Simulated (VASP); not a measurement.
Write the native input for VASP 6.6.1 that does the following.

| Quantity | Value |
| --- | --- |
| Task | relaxation of cell and atoms |
| Functional | PBEsol |
| Potentials or basis | VASP PAW PBE potentials, release 64 (Ba_sv) |
| Cutoff | 600 eV |
| k mesh | 7 × 7 × 7 |
| Occupations | fermi-dirac, width 0.05 eV |
| Spin | no spin polarisation |
| Target pressure | 30 GPa |
| Dipole correction | no |
| Further INCAR settings | ALGO = Normal; EDIFF = 1e-07; IBRION = 2; EDIFFG = -0.01; NSW = 60; ISIF = 3 |

The structure of Ba lies in POSCAR:

```
Ba
1.0
    4.3116136979      0.0000000000      0.0000000000
   -2.1558068490      3.7339669937      0.0000000000
    0.0000000000      0.0000000000      3.9134133000
Ba
1
Direct
    0.0000000000      0.0000000000      0.0000000000
```

This isn't the form of Ba at room conditions, which is bcc.

These files were run (other wordings do the same):

INCAR

```
SYSTEM = Ba
PREC     = Accurate       ! precision mode
ENCUT    = 600            ! plane-wave cutoff, eV
EDIFF    = 1E-7           ! SCF threshold, eV
ISMEAR   = -1             ! smearing method
SIGMA    = 0.05           ! smearing width, eV
LREAL    = .False.        ! projectors in reciprocal space
LASPH    = .True.         ! aspherical terms in the spheres
NELM     = 100            ! most SCF steps
ALGO     = Normal         ! electronic algorithm
ISIF     = 3              ! what is computed and relaxed
LWAVE    = .False.        ! write WAVECAR
LCHARG   = .False.        ! write CHGCAR
GGA      = PS             ! functional
IBRION   = 2              ! ionic algorithm
NSW      = 60             ! ionic steps
EDIFFG   = -0.01          ! ionic threshold
PSTRESS  = 300.0
```

KPOINTS

```
regular mesh
0
Gamma
  7 7 7
  0 0 0
```

Potentials or basis: VASP PAW PBE potentials, release 64 (Ba_sv).

The run is started by

```sh
$ cat potpaw_PBE.64/Ba_sv/POTCAR > POTCAR
$ mpirun -np 1 vasp_std > vasp.out
```

It gave:

The relaxed volume is 25.59 Å³/atom. The relaxed cell is a = 3.173 Å, b = 3.173 Å, c = 2.934 Å, α = 90.00°, β = 90.00°, γ = 120.00°. The space group after relaxing (to 0.1 Å) is P6/mmm (No. 191). The energy change on relaxing (the run minimises the enthalpy) is +1356.0 meV/atom, the ionic steps are 11 and the pressure after relaxing is 30.0 GPa. The band gap on the k mesh is zero (bands 5 and 6 overlap by 2.94 eV).

Caveat: the cell is relaxed towards a set pressure, so the run minimises the enthalpy, not the energy; the volume moved by over 15 % at a fixed basis, so the end points are rough; the PAW data sets were made with another functional, which shifts forces and pressure a little; spin-orbit coupling is left out, which moves the levels of the heavy elements.

Wall time 3.8 min on 1 thread of AMD EPYC 7R43 64-Core Processor (Zen 3), on a shared host, peak memory 0.29 GiB.
